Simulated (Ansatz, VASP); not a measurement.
CdS in VASP and in Ansatz

INCAR

```
ALGO = Normal
EDIFF = 1E-6
EDIFFG = -0.01
ENCUT = 600
GGA = PS
IBRION = 2
ISIF = 3
ISMEAR = -1
IVDW = 13
LASPH = T
LCHARG = F
LREAL = F
LWAVE = F
NELM = 80
NSW = 60
PREC = Accurate
SIGMA = 0.05
```

Contents of KPOINTS:

```
k-points
0
Gamma
  7 7 5
```

Contents of POSCAR:

```
CdS
1.0
    4.2611695877      0.0000000000      0.0000000000
   -2.1305847939      3.6902811128      0.0000000000
    0.0000000000      0.0000000000      5.8041729400
Cd S
1 1
Direct
    0.0000000000      0.0000000000      0.4426919200
    0.6666666667      0.3333333333      0.4343080800
```

input.yaml

```yaml
crystal:
  lattice:
    - [4.2611695877, 0.0, 0.0]
    - [-2.1305847939, 3.6902811128, 0.0]
    - [0.0, 0.0, 5.80417294]
  atoms:
    - { symbol: Cd, position: [0.0, 0.0, 0.44269192] }
    - { symbol: S, position: [0.6666666667, 0.3333333333, 0.43430808] }
hamiltonian:
  xc: pbesol
  pseudopotentials: { kind: paw }
  dispersion: d4
kpoints:
  mp_grid: { grid: [7, 7, 5] }
scf:
  occupations: { method: fermi_dirac, width: 0.05 }
output:
  forces: true
  stress: true
  eigenvalues: true
relax:
  f_tol: 0.01
  max_steps: 40
  cell: { stress_tol: 0.05 }
```

Alike in both runs: task relaxation of cell and atoms; functional PBEsol; dispersion D4; k mesh 7 × 7 × 5; occupations fermi-dirac, width 0.05 eV; no spin polarisation.

|  | VASP | Ansatz |
| --- | --- | --- |
| version | VASP 6.6.1 | Ansatz 0.2.0 |
| potentials or method | VASP PAW PBE potentials, release 64 (Cd, S) | Ansatz PAW |
| plane-wave cutoff (eV) | 600 | 420 |
| valence electrons in the cell | 18 | 26 |

Ansatz gave:

```
gap on the k mesh at the Fermi level, each at its own relaxed structure (eV) : 0.88
relaxed volume (Å³/atom)                                                     : 27.35
relaxed cell length with the largest relative difference (Å)                 : 3.810
```

Task: Which values does VASP return?

Result: gap on the k mesh at the Fermi level, each at its own relaxed structure (eV): 0.86; relaxed volume (Å³/atom): 27.27; relaxed cell length with the largest relative difference (Å): 3.794.

VASP's potentials were made for PBE, not for PBEsol. VASP's potentials hold 18 valence electrons a cell and Ansatz's 26, so a difference there can come from the potentials and not from the codes.

Noted on VASP's run: the volume moved by over 15 % at a fixed basis, so the end points are rough. Noted on Ansatz's run: the volume moved by over 15 % at a fixed basis, so the end points are rough; odd divisions of the mesh miss points on the zone boundary, where band edges often lie, so the gap on the mesh can be too wide; the plane-wave basis is chosen anew once the cell has moved, so the energies of steps on either side of that aren't comparable.
